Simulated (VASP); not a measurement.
# C in VASP: a series of runs, part 2 of 2

VASP 6.6.1.

## Step 4: Single point, PBEsol

This run uses another cell than the first one, of 6.69 Å³/atom.

Input file INCAR:

```
SYSTEM = C
  PREC = Accurate
  ENCUT = 520
  EDIFF = 1E-6
  ISMEAR = -1
  SIGMA = 0.05
  LREAL = .FALSE.
  LASPH = .TRUE.
  NELM = 60
  ALGO = Normal
  ISIF = 2
  LWAVE = .FALSE.
  LCHARG = .FALSE.
  GGA = PS
  NBANDS = 11
```

Input file KPOINTS:

```
Automatic mesh
0
G
  13 13 8
  0 0 0
```

Input file POSCAR:

```
C
1.0
    2.0906153539     -1.2070841689     -0.0130339611
    2.0906153539      1.2070841689     -0.0130339611
   -1.3767366793      0.0000000000      2.6609519656
C
2
Direct
    0.1656767920      0.1656767920      0.9970340771
    0.8343232080      0.8343232080      0.0029659229
```

Potentials or basis: VASP PAW PBE potentials, release 64 (C).

On the command line:

```
> cat potpaw_PBE.64/C/POTCAR > POTCAR
> mpirun -np 1 vasp_std > vasp.out
```

OUTCAR:

```text
SYSTEM = C
   PREC = Accurate
   ENCUT = 520
   EDIFF = 1E-6
   ISMEAR = -1
   LREAL = .FALSE.
   LASPH = .TRUE.
   NELM = 60
   ISIF = 2
   GGA = PS

 ion  position               nearest neighbor table
   1  0.166  0.166  0.997-   2 1.39   2 1.39   2 1.39
   2  0.834  0.834  0.003-   1 1.39   1 1.39   1 1.39

  LATTYP: Found a base centered monoclinic cell.
 ALAT       =     4.1813119674
 B/A-ratio  =     0.5773710158
 C/A-ratio  =     0.7165236437
 COS(beta)  =    -0.4650518020

  Lattice vectors:

 A1 = (   2.0906153539,  -1.2070841689,  -0.0130339611)
 A2 = (   2.0906153539,   1.2070841689,  -0.0130339611)
 A3 = (  -1.3767366793,   0.0000000000,   2.6609519656)

Analysis of symmetry for initial positions (statically):
=====================================================================
 Subroutine PRICEL returns:
 Original cell was already a primitive cell.

 Routine SETGRP: Setting up the symmetry group for a
 base centered monoclinic supercell.

 Subroutine GETGRP returns: Found  4 space group operations
 (whereof  4 operations were pure point group operations)
 out of a pool of  4 trial point group operations.

The static configuration has the point symmetry C_2h.

Analysis of symmetry for dynamics (positions and initial velocities):
=====================================================================
 Subroutine PRICEL returns:
 Original cell was already a primitive cell.

 Routine SETGRP: Setting up the symmetry group for a
 base centered monoclinic supercell.

 Subroutine GETGRP returns: Found  4 space group operations
 (whereof  4 operations were pure point group operations)
 out of a pool of  4 trial point group operations.

The dynamic configuration has the point symmetry C_2h.

 Subroutine INISYM returns: Found  4 space group operations
 (whereof  4 operations are pure point group operations),
 and found     1 'primitive' translations

[... 115 lines left out ...]
  volume/ion in A,a.u.               =       6.69        45.17
  Fermi-wavevector in a.u.,A,eV,Ry     =   1.378943  2.605824 25.871256  1.901484
  Thomas-Fermi vector in A             =   2.503958
   LORBIT       =      0    0 simple, 1 ext, 2 COOP (PROOUT), +10 PAW based schemes
   GGA     = PS    functional components
   LHFCALC =     F    Hartree Fock is set to
   AEXX    =    0.0000 exact exchange contribution
   IVDW    =     0    specifies the selected vdW correction
   LEPSILON=     F    determine dielectric tensor
   LRPA    =     F    only Hartree local field effects (RPA)
 non-spin polarized calculation
  energy-cutoff  :      520.00
  volume of cell :       13.39
 maximum number of plane-waves:       382
 NGX is ok and might be reduce to    18
   NGX =  9   NGY =  9   NGZ = 11

 number of electron       8.0000000 magnetization

 Free energy of the ion-electron system (eV)
  ---------------------------------------------------
  ext. energy  EPLUGINS =         0.00000000
  ---------------------------------------------------
  free energy    TOTEN  =       -18.99854997 eV

  energy without entropy =      -18.99854428  energy(sigma->0) =      -18.99854713

 E-fermi :   7.6794     XC(G=0): -12.2838

 val. band max:        7.3241511724   @ k =  -0.3846   0.3846   0.5000
 cond. band min:       8.0221566664   @ k =  -0.3077   0.3077   0.0000
 fundamental gap:      0.6980054940
 Fermi energy:         7.6794131931

 k-point     1 :       0.0000    0.0000    0.0000
  band No.  band energies     occupation
      1     -13.3143      2.00000
      2       2.5548      2.00000
      3       4.5726      2.00000
      4       4.5726      2.00000
      5      14.5215      0.00000
      6      16.2776      0.00000
      7      16.2793      0.00000
      8      19.0654      0.00000
      9      21.9941      0.00000
     10      31.1992      0.00000
     11      34.8123      0.00000
[... 309 lines left out ...]
 k-point    24 :       0.4615    0.1538    0.0000
  band No.  band energies     occupation
      1      -8.8335      2.00000
      2      -3.7220      2.00000
      3      -0.1614      2.00000
      4       4.6266      2.00000
      5      11.1325      0.00000
      6      18.4880      0.00000
      7      19.8375      0.00000
      8      22.2315      0.00000
      9      24.6829      0.00000
     10      28.4571      0.00000
     11      32.3191      0.00000

 [... further k-points ...]
[... 5 lines left out ...]
  --------------------------------------------------------------------------------------
  -------------------------------------------------------------------------------------
  Total        2.6252812      2.6256526      2.5000802      0.0000000      0.0000000     -0.0010564
  in kB      314.2033636    314.2478123    299.2188484      0.0000000      0.0000000     -0.1264393
  external PRESSURE =     309.2233414 kB  Pullay stress =       0.0000000 kB

 VOLUME and BASIS-vectors are now :
 -----------------------------------------------------------------------------
  energy-cutoff  :      520.00
  volume of cell :       13.39
      direct lattice vectors                 reciprocal lattice vectors
     2.090615354 -1.207084169 -0.013033961     0.239937987 -0.414221322  0.124140320
     2.090615354  1.207084169 -0.013033961     0.239937987  0.414221322  0.124140320
    -1.376736679  0.000000000  2.660951966     0.002350544  0.000000000  0.377021492

 POSITION                                       TOTAL-FORCE (eV/Angst)
 -----------------------------------------------------------------------------------
     -0.67992      0.00000      2.64874        -0.000907      0.000000     -0.001280
      3.48441      0.00000     -0.01386         0.000907      0.000000      0.001280
 -----------------------------------------------------------------------------------
    total drift:                                0.000000      0.000000     -0.000000

  FREE ENERGIE OF THE ION-ELECTRON SYSTEM (eV)
  ---------------------------------------------------
  free  energy   TOTEN  =       -18.9985499717 eV

  energy  without entropy=      -18.9985442814  energy(sigma->0) =      -18.99854713
```

OSZICAR:

```text
N       E                     dE             d eps       ncg     rms          rms(c)
DAV:   1    -0.237964477152E+01   -0.23796E+01   -0.43083E+03  8437   0.671E+02
DAV:   2    -0.199291072736E+02   -0.17549E+02   -0.16897E+02 10368   0.119E+02
DAV:   3    -0.202703263808E+02   -0.34122E+00   -0.34066E+00  9999   0.127E+01
DAV:   4    -0.202710699288E+02   -0.74355E-03   -0.74351E-03  9115   0.748E-01
DAV:   5    -0.202710715064E+02   -0.15776E-05   -0.15778E-05 10006   0.313E-02    0.688E+00
DAV:   6    -0.192995334278E+02    0.97154E+00   -0.75651E-01  9455   0.541E+00    0.397E+00
DAV:   7    -0.189976501697E+02    0.30188E+00   -0.79599E-01  9776   0.561E+00    0.106E+00
DAV:   8    -0.189986576987E+02   -0.10075E-02   -0.17022E-02  8911   0.906E-01    0.120E-01
DAV:   9    -0.189985352986E+02    0.12240E-03   -0.31413E-04  9355   0.119E-01    0.448E-02
DAV:  10    -0.189985509276E+02   -0.15629E-04   -0.22617E-05  9528   0.376E-02    0.196E-02
DAV:  11    -0.189985499717E+02    0.95589E-06   -0.89432E-07  6816   0.601E-03
   1 F= -.18998550E+02 E0= -.18998547E+02  d E =-.569034E-05
```

It took 78 s on 1 thread of Intel Xeon 8259CL, shared host; peak memory 0.16 GiB.

Results:

```yaml
Free_energy: -18.9985 eV
Pressure: 30.9 GPa
```

Caveat: the cell stands under pressure; this functional lacks dispersion, which binds layers or chains, so the pressure and a relaxed spacing across them are unreliable; the PAW data sets were made with another functional, which shifts forces and pressure a little.

## Step 5: The runs side by side

```tsv
task	level	cell	k mesh	cutoff (eV)	grid for exact exchange (PRECFOCK)	share of exact exchange	screening parameter	pressure (GPa)	largest force (eV/Å)
relaxation of cell and atoms	PBEsol-based global hybrid with 25 % exact exchange	relaxed from a = 2.456, b = 2.456, c = 3.765 Å, angles 108.5, 108.5, 60.0°, 2 atoms, atomic positions A	7 × 7 × 4	600	Normal	0.25	-	0.0	0.01
single point	HSE06	a = 2.440, b = 2.440, c = 3.739 Å, angles 108.5, 108.5, 60.0°, 2 atoms, atomic positions A	8 × 8 × 4	520	Normal	0.25	0.2079 1/Å	4.5	0.01
single point	PBEsol	a = 2.414, b = 2.414, c = 2.996 Å, angles 113.7, 113.7, 60.0°, 2 atoms, atomic positions B	13 × 13 × 8	520	-	-	-	30.9	-
```

Alike in all rows: potentials or basis VASP PAW PBE potentials, release 64 (C); no spin polarisation; smearing fermi-dirac 0.05 eV.

Caveats: some runs use coarse meshes; this functional lacks dispersion, which binds layers or chains, so the pressure and a relaxed spacing across them are unreliable; the PAW data sets were made with another functional, which shifts forces and pressure a little; the cell stands under pressure (at least some runs).

Absolute energies hang on the potentials; compare differences alone.
